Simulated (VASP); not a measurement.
A run of VASP 6.6.1 is set up as follows.

INCAR

```
SYSTEM = MgH2
PREC = Accurate ; ENCUT = 520
EDIFF = 1E-7 ; ISMEAR = 0
SIGMA = 0.1 ; LREAL = .False.
LASPH = .True. ; NELM = 80
ALGO = Normal ; ISIF = 2
LWAVE = .False. ; LCHARG = .False.
GGA = PE ; NBANDS = 20
```

KPOINTS

```
regular mesh
0
Gamma
  4 4 4
  0 0 0
```

File POSCAR:

```
MgH2
1.0
   -3.8083365922      3.8083365922      0.0000000000
    3.8083365922      3.8083365922      0.0000000000
    1.9041682961     -1.9041682961     -4.7322955713
Mg H
4 8
Direct
    0.5000000000      0.5000000000      0.0000000000
    0.0000000000      0.0000000000      0.0000000000
    1.0000000000      0.2500000000      0.5000000000
    0.5000000000      0.7500000000      0.5000000000
    0.2100830455      1.0000000000      0.4201660909
    0.7100830455      0.5000000000      0.4201660909
    0.7899169545      0.2500000000      0.0798339091
    0.2899169545      0.7500000000      0.0798339091
    0.2100830455      0.2500000000      0.9201660909
    0.7100830455      0.7500000000      0.9201660909
    0.7899169545      1.0000000000      0.5798339091
    0.2899169545      0.5000000000      0.5798339091
```

Potentials or basis: VASP PAW PBE potentials, release 64 (Mg, H).

Run with:

```console
$ cat potpaw_PBE.64/Mg/POTCAR potpaw_PBE.64/H/POTCAR > POTCAR
$ mpirun -np 1 vasp_std > vasp.out
```

Problem. Predict the band gap on the k mesh.

Solution. 3.50 eV.

Problem. Predict the pressure.

Solution. -0.2 GPa.

Stress tensor (GPa, compression positive):
```
-0.21  0.00  0.00
 0.00 -0.21  0.00
 0.00  0.00 -0.29
```

A k mesh can miss the band edges. As with any semilocal functional, this PBE gap is likely too small.
